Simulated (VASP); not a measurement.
Here is a VASP 6.6.1 calculation.

File INCAR:

```
SYSTEM = H24CO11
PREC = Accurate
ENCUT = 520
EDIFF = 1E-6
ISMEAR = -1
SIGMA = 0.05
LREAL = Auto
LASPH = .TRUE.
NELM = 80
ALGO = Normal
ISIF = 2
LWAVE = .FALSE.
LCHARG = .TRUE.
GGA = PE
IVDW = 12
LELF = .TRUE.
LVHAR = .TRUE.
NBANDS = 71
```

KPOINTS

```
Automatic mesh
0
G
  1 1 1
  0 0 0
```

Contents of POSCAR:

```
H24CO11
1.0
    6.9125170000      0.0000000000      0.0000000000
    0.0000000000      6.9125170000      0.0000000000
    0.0000000000      0.0000000000      6.9125170000
O H C
11 24 1
Direct
    0.4072322715      0.5219661666      0.2222490013
    0.8241715717      0.3432902950      0.8058135698
    0.6128447858      0.6348772813      0.5388919839
    0.9806413496      0.2501404337      0.1934027793
    0.1985673236      0.7302839183      0.6310581225
    0.6590652869      0.9559759491      0.1258875747
    0.2086360149      0.1563251128      0.4731561600
    0.1093957527      0.8174446443      0.1182203241
    0.7700523557      0.7044756635      0.9291984381
    0.6829060963      0.0684265948      0.4910078340
    0.2410265320      0.3191601554      0.8651407295
    0.2967949301      0.4879987999      0.3030444627
    0.4818939324      0.6347615492      0.2446865592
    0.8539147173      0.4416336336      0.9076578040
    0.9627318096      0.2833410753      0.7543706583
    0.7153544794      0.7276365469      0.5780383614
    0.5692282565      0.5462265048      0.6584287605
    1.0049161543      0.2746756355      0.0582566379
    0.8382040869      0.2513411540      0.2360789854
    0.1584806229      0.6958970227      0.4925557507
    0.2431097095      0.8672383735      0.6467542865
    0.6647650921      0.9082943304      0.2641006163
    0.6226241469      0.8613649702      0.0250270632
    0.2193556992      0.0932800599      0.3502920861
    0.0708135691      0.1792834651      0.4616986837
    0.0799564037      0.9331767285      0.1862852562
    0.1845782079      0.7403092101      0.2112255203
    0.8711443314      0.6710869572      0.8207864082
    0.8401425993      0.7054159867      1.0333717805
    0.6364107314      0.0473922885      0.6417488738
    0.6421250031      0.1943720355      0.4514419277
    0.4249971465      0.1175837976      0.9953827238
    0.2892868112      0.4468271109      0.8165332541
    0.5104218912      0.2125998388      0.7547612541
    0.5160638303      0.3386031456      0.9865436859
    0.4266752617      0.2483755194      0.8904426564
```

Potentials or basis: VASP PAW PBE potentials, release 64 (O, H, C).

The run is started by

```sh
$ cat potpaw_PBE.64/O/POTCAR potpaw_PBE.64/H/POTCAR potpaw_PBE.64/C/POTCAR > POTCAR
$ mpirun -np 1 vasp_gam > vasp.out
```

Problem. What does it give for the largest force?

Solution. 9.510 eV/Å.

Problem. Estimate the band gap on the k mesh.

Solution. 3.41 eV.

Forces in eV/Å, atoms in the order of the input:
```
O   -0.925 -1.631 -1.471
O    3.333 -1.337 -0.966
O   -0.326 -1.189  1.972
O   -1.662  0.015  2.018
O   -0.645 -0.361 -0.919
O   -0.579  0.533  1.680
O    0.099 -0.225  0.861
O    0.478 -1.334  0.094
O   -2.005 -1.958 -9.088
O   -0.192 -1.879  3.658
O   -0.010  2.202 -1.140
H    0.691  0.364  0.386
H    0.110  0.870  1.317
H   -0.185 -0.877 -0.861
H   -2.878  1.673  1.604
H   -0.895 -0.950  0.247
H    1.607  2.312 -2.452
H   -0.493 -0.003 -0.561
H    2.142 -0.143 -1.720
H    0.796  1.233  2.188
H   -0.573 -0.979 -0.945
H   -0.378  0.362 -1.556
H    0.291  0.226  0.939
H    0.846 -0.204 -0.822
H   -0.300  0.427  0.346
H   -0.745  1.316  0.318
H    0.107  0.064 -0.764
H   -1.693  0.829  1.731
H    4.659  0.732  6.517
H    1.048  1.018 -3.753
H   -0.686  0.839  0.209
H   -0.206  0.712 -1.512
H   -2.013 -0.194  0.152
H   -0.777  0.298  0.593
H   -0.037  0.598 -0.593
C    1.997 -3.358  2.294
```

Caveat: the k points lie up to 0.91 Å⁻¹ apart.
